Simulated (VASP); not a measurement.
Wanted: the native input for a VASP 6.6.1 run.

```yaml
Task: electric field gradients
Functional: PBE
Potentials_or_basis: VASP PAW PBE potentials, release 64 (Zr_sv, B)
Cutoff: 420 eV
k_mesh: 12 × 12 × 9
Occupations: fermi-dirac, width 0.05 eV
Spin: no spin polarisation
Dipole_correction: no
Further_INCAR_settings: ALGO = Normal; EDIFF = 1e-08; NBANDS = 16
```

The structure of ZrB2 lies in POSCAR:

```
ZrB2
1.0
    3.1649998255      0.0316499983      0.0316499983
   -1.5550902103      2.7251452528      0.0115847034
    0.0352000000      0.0352000000      3.5200000000
Zr B
1 2
Direct
    0.0000000000      0.0000000000      0.0000000000
    0.3333333333      0.6666666667      0.5000000000
    0.6666666667      0.3333333333      0.5000000000
```

This cell differs from its parent crystal: equal xy, yz and zx shear strains of +2 %.

One way to write it, as run:

INCAR

```
SYSTEM = ZrB2
PREC = Accurate
ENCUT = 420
EDIFF = 1E-8
ISMEAR = -1
SIGMA = 0.05
LREAL = .FALSE.
LASPH = .TRUE.
NELM = 120
ALGO = Normal
ISIF = 2
LWAVE = .FALSE.
LCHARG = .FALSE.
GGA = PE
LEFG = .TRUE.
NBANDS = 16
GGA_COMPAT = .FALSE.
```

KPOINTS

```
regular mesh
0
G
  12 12 9
  0 0 0
```

Potentials or basis: VASP PAW PBE potentials, release 64 (Zr_sv, B).

Command:

```bash
$ cat potpaw_PBE.64/Zr_sv/POTCAR potpaw_PBE.64/B/POTCAR > POTCAR
$ mpirun -np 1 vasp_std > vasp.out
```

Results of the run:

- Pressure: 2.9 GPa
- Largest force: 0.040 eV/Å
- Band gap on the k mesh: zero (bands 9 and 10 overlap by 1.17 eV)
- Largest electric field gradient by atom: Zr +53.4; B +2.1 V/Å²

Caveat: the cell differs from its parent crystal (equal xy, yz and zx shear strains of +2 %); without QUAD_EFG the Cq values of the log hold for a quadrupole moment of 1 mb, not for the nuclei.

Run time: 4 min on 1 thread of Oxide Virtual Turin-like Processor (shared host), peak memory 0.3 GiB.
